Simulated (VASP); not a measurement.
# Si63Se (a cell with a defect) in VASP: single point with PBE

Aim: the single point of Si63Se (a cell with a defect) with PBE.

Everything below comes from runs of VASP 6.6.1. Logs are shortened: lines on timing, memory, paths and dates and some standing lists are left out, and cuts for length are marked.

## 1. The cell of the first run

The cell holds a defect, 64 atoms: a = 10.862 Å, b = 10.862 Å, c = 10.862 Å, α = 90.00°, β = 90.00°, γ = 90.00°.

## 2. Single point, PBE, collinear spin

Contents of INCAR:

```
SYSTEM = Si63Se
PREC = Accurate ; ENCUT = 520
EDIFF = 1E-6 ; ISMEAR = 0
SIGMA = 0.01 ; LREAL = Auto
LASPH = .TRUE. ; NELM = 150
ALGO = Normal ; ISIF = 2
LWAVE = .FALSE. ; LCHARG = .FALSE.
ISPIN = 2 ; MAGMOM = 1 0 0 0 0 0 0 0 0 0 0 0 0 0 0 0 0 0 0 0 0 0 0 0 0 0 0 0 0 0 0 0 0 0 0 0 0 0 0 0 0 0 0 0 0 0 0 0 0 0 0 0 0 0 0 0 0 0 0 0 0 0 0 0
LORBIT = 11 ; NUPDOWN = 1.0
GGA = PE ; NELECT = 257.0
NBANDS = 171
```

Contents of KPOINTS:

```
Automatic mesh
0
G
  1 1 1
  0 0 0
```

Contents of POSCAR:

```
Si63Se
1.0
   10.8620000000      0.0000000000      0.0000000000
    0.0000000000     10.8620000000      0.0000000000
    0.0000000000      0.0000000000     10.8620000000
Se Si
1 63
Direct
    0.0000000000      0.0000000000      0.0000000000
   -0.0019636080      0.2516068262      0.2516068262
    0.2516068262     -0.0019636080      0.2516068262
    0.2516068262      0.2516068262     -0.0019636080
    0.1350358561      0.1350358561      0.1350358561
    0.1257928042      0.3750926241      0.3750926241
    0.3750926241      0.1257928042      0.3750926241
    0.3750926241      0.3750926241      0.1257928042
    0.0000000000      0.0000000000      0.5000000000
    0.0019636080      0.2516068262      0.7483931738
    0.2516068262      0.0019636080      0.7483931738
    0.2501681270      0.2501681270      0.4997590210
    0.1251801743      0.1251801743      0.6242210271
    0.1251801743      0.3757789729      0.8748198257
    0.3757789729      0.1251801743      0.8748198257
    0.3749198308      0.3749198308      0.6250801692
    0.0000000000      0.5000000000      0.0000000000
    0.0019636080      0.7483931738      0.2516068262
    0.2501681270      0.4997590210      0.2501681270
    0.2516068262      0.7483931738      0.0019636080
    0.1251801743      0.6242210271      0.1251801743
    0.1251801743      0.8748198257      0.3757789729
    0.3749198308      0.6250801692      0.3749198308
    0.3757789729      0.8748198257      0.1251801743
    0.0000000000      0.5000000000      0.5000000000
   -0.0019636080      0.7483931738      0.7483931738
    0.2501681270      0.5002409790      0.7498318730
    0.2501681270      0.7498318730      0.5002409790
    0.1257928042      0.6249073759      0.6249073759
    0.1350358561      0.8649641439      0.8649641439
    0.3750926241      0.6249073759      0.8742071958
    0.3750926241      0.8742071958      0.6249073759
    0.5000000000      0.0000000000      0.0000000000
    0.4997590210      0.2501681270      0.2501681270
    0.7483931738      0.0019636080      0.2516068262
    0.7483931738      0.2516068262      0.0019636080
    0.6242210271      0.1251801743      0.1251801743
    0.6250801692      0.3749198308      0.3749198308
    0.8748198257      0.1251801743      0.3757789729
    0.8748198257      0.3757789729      0.1251801743
    0.5000000000      0.0000000000      0.5000000000
    0.5002409790      0.2501681270      0.7498318730
    0.7483931738     -0.0019636080      0.7483931738
    0.7498318730      0.2501681270      0.5002409790
    0.6249073759      0.1257928042      0.6249073759
    0.6249073759      0.3750926241      0.8742071958
    0.8649641439      0.1350358561      0.8649641439
    0.8742071958      0.3750926241      0.6249073759
    0.5000000000      0.5000000000      0.0000000000
    0.5002409790      0.7498318730      0.2501681270
    0.7498318730      0.5002409790      0.2501681270
    0.7483931738      0.7483931738     -0.0019636080
    0.6249073759      0.6249073759      0.1257928042
    0.6249073759      0.8742071958      0.3750926241
    0.8742071958      0.6249073759      0.3750926241
    0.8649641439      0.8649641439      0.1350358561
    0.5000000000      0.5000000000      0.5000000000
    0.4997590210      0.7498318730      0.7498318730
    0.7498318730      0.4997590210      0.7498318730
    0.7498318730      0.7498318730      0.4997590210
    0.6250801692      0.6250801692      0.6250801692
    0.6242210271      0.8748198257      0.8748198257
    0.8748198257      0.6242210271      0.8748198257
    0.8748198257      0.8748198257      0.6242210271
```

Potentials or basis: VASP PAW PBE potentials, release 64 (Se, Si).

Run with:

```sh
> cat potpaw_PBE.64/Se/POTCAR potpaw_PBE.64/Si/POTCAR > POTCAR
> mpirun -np 1 vasp_gam > vasp.out
```

OUTCAR:

```text
SYSTEM = Si63Se
   PREC = Accurate
   ENCUT = 520
   EDIFF = 1E-6
   ISMEAR = 0
   LREAL = Auto
   LASPH = .TRUE.
   NELM = 150
   ISIF = 2
   ISPIN = 2
   LORBIT = 11
   NUPDOWN = 1.0
   GGA = PE
   NELECT = 257.0

 ion  position               nearest neighbor table
   1  0.000  0.000  0.000-   5 2.54  30 2.54  47 2.54  56 2.54
   2  0.998  0.252  0.252-   5 2.33  39 2.34  40 2.34   6 2.35
   3  0.252  0.998  0.252-   5 2.33  22 2.34  24 2.34   7 2.35
   4  0.252  0.252  0.998-   5 2.33  14 2.34  15 2.34   8 2.35
   5  0.135  0.135  0.135-   2 2.33   3 2.33   4 2.33   1 2.54
   6  0.126  0.375  0.375-  12 2.35  19 2.35   2 2.35  25 2.36
[... 56 lines left out ...]
  63  0.875  0.624  0.875-  26 2.34  52 2.34  59 2.35  17 2.35
  64  0.875  0.875  0.624-  26 2.34  43 2.34  60 2.35   9 2.35

  LATTYP: Found a simple cubic cell.
 ALAT       =    10.8620000000

  Lattice vectors:

 A1 = (  10.8620000000,   0.0000000000,   0.0000000000)
 A2 = (   0.0000000000,  10.8620000000,   0.0000000000)
 A3 = (   0.0000000000,   0.0000000000,  10.8620000000)

Analysis of symmetry for initial positions (statically):
=====================================================================
 Subroutine PRICEL returns:
 Original cell was already a primitive cell.

 Routine SETGRP: Setting up the symmetry group for a
 simple cubic supercell.

 Subroutine GETGRP returns: Found 24 space group operations
 (whereof 24 operations were pure point group operations)
 out of a pool of 48 trial point group operations.

The static configuration has the point symmetry T_d .

Analysis of symmetry for dynamics (positions and initial velocities):
=====================================================================
 Subroutine PRICEL returns:
 Original cell was already a primitive cell.

 Routine SETGRP: Setting up the symmetry group for a
 simple cubic supercell.

 Subroutine GETGRP returns: Found 24 space group operations
 (whereof 24 operations were pure point group operations)
 out of a pool of 48 trial point group operations.

The dynamic configuration has the point symmetry T_d .

Analysis of structural, dynamic, and magnetic symmetry:
=====================================================================
 Subroutine PRICEL returns:
 Original cell was already a primitive cell.

 Routine SETGRP: Setting up the symmetry group for a
 simple cubic supercell.

 Subroutine GETGRP returns: Found 24 space group operations
 (whereof 24 operations were pure point group operations)
 out of a pool of 48 trial point group operations.

The overall configuration has the point symmetry T_d .

 Subroutine INISYM returns: Found 24 space group operations
 (whereof 24 operations are pure point group operations),
 and found     1 'primitive' translations

----------------------------------------------------------------------------------------

                                     Primitive cell

  volume of cell :    1281.5318

  direct lattice vectors                    reciprocal lattice vectors
    10.862000000  0.000000000  0.000000000     0.092064077  0.000000000  0.000000000
     0.000000000 10.862000000  0.000000000     0.000000000  0.092064077  0.000000000
     0.000000000  0.000000000 10.862000000     0.000000000  0.000000000  0.092064077

  length of vectors
    10.862000000 10.862000000 10.862000000     0.092064077  0.092064077  0.092064077

  position of ions in fractional coordinates (direct lattice)
     0.000000000  0.000000000  0.000000000
     0.998036392  0.251606826  0.251606826
     0.251606826  0.998036392  0.251606826
     0.251606826  0.251606826  0.998036392
     0.135035856  0.135035856  0.135035856
     0.125792804  0.375092624  0.375092624
[... 56 lines left out ...]
     0.874819826  0.624221027  0.874819826
     0.874819826  0.874819826  0.624221027

  ion indices of the primitive-cell ions
   primitive index   ion index
[... 108 lines left out ...]
   LSORBIT =      F    spin-orbit coupling
   LASPH  =      T    aspherical Exc in radial PAW
   ENCUT  =  520.0 eV  38.22 Ry    6.18 a.u.  20.20 20.20 20.20*2*pi/ulx,y,z
   NELM   =    150;   NELMIN=  2; NELMDL= -5     # of ELM steps
   EDIFF  = 0.1E-05   stopping-criterion for ELM
   LREAL  =      T    real-space projection
   EDIFFG = 0.1E-04   stopping-criterion for IOM
   NSW    =      0    number of steps for IOM
   IBRION =     -1    ionic relax: 0-MD 1-quasi-New 2-CG
   NFREE  =      0    steps in history (QN), initial steepest desc. (CG)
   ISIF   =      2    stress and relaxation
   ISYM   =      2    0-nonsym 1-usesym 2-fastsym
   POTIM  = 0.5000    time-step for ionic-motion
   TEBEG  =    0.0;   TEEND  =   0.0 temperature during run
   PSTRESS=    0.0 pullay stress
   NELECT =     257.0000    total number of electrons
   NUPDOWN=       1.0000    fix difference up-down
   EMIN   =  10.00;   EMAX   =-10.00  energy-range for DOS
   EFERMI =   0.00;   METHOD = LEGACY
   ISMEAR =     0;   SIGMA  =   0.01  broadening in eV -4-tet -1-fermi 0-gaus
   EFERMI_NEDOS =   21; number of points for ismear=-14 and -15
   IALGO  =     38    algorithm
   IMIX   =      4    mixing-type and parameters
     AMIX     =   0.40;   BMIX     =  1.00
     AMIX_MAG =   1.60;   BMIX_MAG =  1.00
  volume/ion in A,a.u.               =      20.02       135.13
  Fermi-wavevector in a.u.,A,eV,Ry     =   0.958244  1.810818 12.493297  0.918231
  Thomas-Fermi vector in A             =   2.087334
   LORBIT       =     11    0 simple, 1 ext, 2 COOP (PROOUT), +10 PAW based schemes
   GGA     = PE    functional components
   LHFCALC =     F    Hartree Fock is set to
   AEXX    =    0.0000 exact exchange contribution
   IVDW    =     0    specifies the selected vdW correction
   LEPSILON=     F    determine dielectric tensor
   LRPA    =     F    only Hartree local field effects (RPA)
 spin polarized calculation
 Gauss-broadening in eV      SIGMA  =   0.01
  energy-cutoff  :      520.00
  volume of cell :     1281.53
 maximum number of plane-waves:     17229
 NGX is ok and might be reduce to    84
   NGX = 41   NGY = 41   NGZ = 41

 number of electron     256.9999983 magnetization       1.0000000

 Free energy of the ion-electron system (eV)
  ---------------------------------------------------
  ext. energy  EPLUGINS =         0.00000000
  ---------------------------------------------------
  free energy    TOTEN  =      -343.89699678 eV

  energy without entropy =     -343.89699678  energy(sigma->0) =     -343.89699678

 E-fermi :   5.8533     XC(G=0):  -9.3811

 val. band max:        5.8180154218   @ k =   0.0000   0.0000   0.0000
 cond. band min:       5.9955885662   @ k =   0.0000   0.0000   0.0000
 fundamental gap:      0.1775731443
 Fermi energy:         5.9023415888

 spin component 1

 k-point     1 :       0.0000    0.0000    0.0000
  band No.  band energies     occupation
      1      -8.6669      1.00000
      2      -6.0100      1.00000
      3      -5.0759      1.00000
      4      -5.0759      1.00000
      5      -5.0759      1.00000
      6      -4.9974      1.00000
[... 132 lines left out ...]
    139       6.9838      0.00000
    140       6.9838      0.00000
 Fermi energy:         5.8532567149

 spin component 2

 k-point     1 :       0.0000    0.0000    0.0000
  band No.  band energies     occupation
      1      -8.6282      1.00000
      2      -5.9982      1.00000
      3      -5.0519      1.00000
      4      -5.0519      1.00000
      5      -5.0519      1.00000
      6      -4.9897      1.00000
[... 132 lines left out ...]
    139       6.9981      0.00000
    140       6.9981      0.00000
 [bands above 140 left out]

------------------------ aborting loop because EDIFF is reached ----------------------------------------

  FORCE on cell =-STRESS in cart. coord.  units (eV):
  Direction    XX          YY          ZZ          XY          YZ          ZX
  --------------------------------------------------------------------------------------
  -------------------------------------------------------------------------------------
  Total       15.0293926     15.0293926     15.0293926     -0.0000000     -0.0000000      0.0000000
  in kB       18.7898198     18.7898198     18.7898198     -0.0000000     -0.0000000      0.0000000
  external PRESSURE =      18.7898198 kB  Pullay stress =       0.0000000 kB

 VOLUME and BASIS-vectors are now :
 -----------------------------------------------------------------------------
  energy-cutoff  :      520.00
  volume of cell :     1281.53
      direct lattice vectors                 reciprocal lattice vectors
    10.862000000  0.000000000  0.000000000     0.092064077  0.000000000  0.000000000
     0.000000000 10.862000000  0.000000000     0.000000000  0.092064077  0.000000000
     0.000000000  0.000000000 10.862000000     0.000000000  0.000000000  0.092064077

 POSITION                                       TOTAL-FORCE (eV/Angst)
 -----------------------------------------------------------------------------------
      0.00000      0.00000      0.00000         0.000000     -0.000000      0.000000
     10.84067      2.73295      2.73295        -0.002534     -0.000549     -0.000549
      2.73295     10.84067      2.73295        -0.000549     -0.002534     -0.000549
      2.73295      2.73295     10.84067        -0.000549     -0.000549     -0.002534
      1.46676      1.46676      1.46676         0.007636      0.007636      0.007636
      1.36636      4.07426      4.07426         0.004268     -0.002137     -0.002137
[... 56 lines left out ...]
      9.50229      6.78029      9.50229        -0.003369      0.002005     -0.003369
      9.50229      9.50229      6.78029        -0.003369     -0.003369      0.002005
 -----------------------------------------------------------------------------------
    total drift:                                0.000000      0.000000     -0.000000

  FREE ENERGIE OF THE ION-ELECTRON SYSTEM (eV)
  ---------------------------------------------------
  free  energy   TOTEN  =      -343.8969967844 eV

  energy  without entropy=     -343.8969967844  energy(sigma->0) =     -343.89699678

 total charge

# of ion       s       p       d       tot
------------------------------------------
    1        1.482   2.316   0.038   3.836
    2        0.737   0.963   0.000   1.700
    3        0.737   0.963   0.000   1.700
    4        0.737   0.963   0.000   1.700
    5        0.763   0.891   0.000   1.654
    6        0.738   0.956   0.000   1.694
[... 56 lines left out ...]
   63        0.737   0.961   0.000   1.698
   64        0.737   0.961   0.000   1.698
--------------------------------------------------
tot         48.051  62.476   0.038 110.565

 magnetization (x)

# of ion       s       p       d       tot
------------------------------------------
    1        0.043  -0.015   0.000   0.028
    2       -0.001  -0.002   0.000  -0.002
    3       -0.001  -0.002   0.000  -0.002
    4       -0.001  -0.002   0.000  -0.002
    5        0.003   0.038   0.000   0.041
    6        0.001   0.001   0.000   0.003
[... 56 lines left out ...]
   63        0.001   0.001   0.000   0.002
   64        0.001   0.001   0.000   0.002
--------------------------------------------------
tot          0.121   0.131   0.000   0.253
```

It took 29 min on 1 thread of Intel Xeon 8259CL, shared host; peak memory 1.4 GiB.

What came out:

```yaml
Free_energy: -343.8970 eV
Largest_force: 0.013 eV/Å
Net_moment: 1.00 μB per cell
Site_moments: Se +0.03; Si -0.00, +0.04, +0.00, +0.01 (each value once) μB
Valence_electrons_inside_the_program's_atomic_spheres: Se 3.84; Si 1.70, 1.65, 1.69 (each value once)
```

Forces in eV/Å, atoms in the order of the input:
```
Se   0.000  0.000  0.000
Si  -0.003 -0.001 -0.001
Si  -0.001 -0.003 -0.001
Si  -0.001 -0.001 -0.003
Si   0.008  0.008  0.008
Si   0.004 -0.002 -0.002
Si  -0.002  0.004 -0.002
Si  -0.002 -0.002  0.004
Si   0.000  0.000  0.000
Si   0.003 -0.001  0.001
Si  -0.001  0.003  0.001
Si   0.001  0.001 -0.007
Si   0.003  0.003  0.002
Si   0.003 -0.002 -0.003
Si  -0.002  0.003 -0.003
Si   0.003  0.003 -0.003
Si   0.000  0.000  0.000
Si   0.003  0.001 -0.001
Si   0.001 -0.007  0.001
Si  -0.001  0.001  0.003
Si   0.003  0.002  0.003
Si   0.003 -0.003 -0.002
Si   0.003 -0.003  0.003
Si  -0.002 -0.003  0.003
Si   0.000  0.000  0.000
Si  -0.003  0.001  0.001
Si   0.001  0.007 -0.001
Si   0.001 -0.001  0.007
Si   0.004  0.002  0.002
Si   0.008 -0.008 -0.008
Si  -0.002  0.002 -0.004
Si  -0.002 -0.004  0.002
Si   0.000  0.000  0.000
Si  -0.007  0.001  0.001
Si   0.001  0.003 -0.001
Si   0.001 -0.001  0.003
Si   0.002  0.003  0.003
Si  -0.003  0.003  0.003
Si  -0.003  0.003 -0.002
Si  -0.003 -0.002  0.003
Si   0.000  0.000  0.000
Si   0.007  0.001 -0.001
Si   0.001 -0.003  0.001
Si  -0.001  0.001  0.007
Si   0.002  0.004  0.002
Si   0.002 -0.002 -0.004
Si  -0.008  0.008 -0.008
Si  -0.004 -0.002  0.002
Si   0.000  0.000  0.000
Si   0.007 -0.001  0.001
Si  -0.001  0.007  0.001
Si   0.001  0.001 -0.003
Si   0.002  0.002  0.004
Si   0.002 -0.004 -0.002
Si  -0.004  0.002 -0.002
Si  -0.008 -0.008  0.008
Si   0.000  0.000  0.000
Si  -0.007 -0.001 -0.001
Si  -0.001 -0.007 -0.001
Si  -0.001 -0.001 -0.007
Si  -0.003 -0.003 -0.003
Si   0.002 -0.003 -0.003
Si  -0.003  0.002 -0.003
Si  -0.003 -0.003  0.002
```

Caveat: the k points lie up to 0.58 Å⁻¹ apart; the cell carries a net charge on a neutralising background, which shifts energy and pressure; the cell is charged against a uniform background, so pressure and absolute levels hang on convention; the total moment is fixed, so each spin has its own Fermi level and the state may be an excited one.
